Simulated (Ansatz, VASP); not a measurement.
**One calculation of AlPt, two programs**

```
CELL_PARAMETERS angstrom
4.87893 0.00000 0.00000
0.00000 4.87893 0.00000
0.00000 0.00000 4.87893
ATOMIC_POSITIONS crystal
Al 0.84403 0.84403 0.84403
Al 0.65597 0.15597 0.34403
Al 0.34403 0.65597 0.15597
Al 0.15597 0.34403 0.65597
Pt 0.15506 0.15506 0.15506
Pt 0.34494 0.84494 0.65506
Pt 0.65506 0.34494 0.84494
Pt 0.84494 0.65506 0.34494
```

Alike in both runs: task relaxation of cell and atoms; functional LDA; k mesh 8 × 8 × 8; occupations gaussian, width 0.1 eV; no spin polarisation.

|  | VASP | Ansatz |
| --- | --- | --- |
| version | VASP 6.6.1 | Ansatz 0.2.0 |
| potentials or method | VASP PAW LDA potentials, release 64 (Al, Pt), cutoff 500 eV | scalar-relativistic, plane waves, PAW |
| valence electrons in the cell | 52 | 84 |

Ansatz gave:

| Item | Value |
| --- | --- |
| gap on the k mesh at the Fermi level, each at its own relaxed structure (eV) | none |
| relaxed volume (Å³/atom) | 14.12 |
| relaxed cell length with the largest relative difference (Å) | 4.834 |

Question: What did VASP give for the same quantities?

Answer: gap on the k mesh at the Fermi level, each at its own relaxed structure (eV): none; relaxed volume (Å³/atom): 14.16; relaxed cell length with the largest relative difference (Å): 4.839.

LDA's correlation is that of Perdew and Zunger in VASP and of Perdew and Wang (1992) in Ansatz. A gap of «none» marks a metal or a gap that the smearing closes. VASP's potentials hold 52 valence electrons a cell and Ansatz's 84, so a difference there can come from the potentials and not from the codes.

Spin-orbit coupling is off throughout.
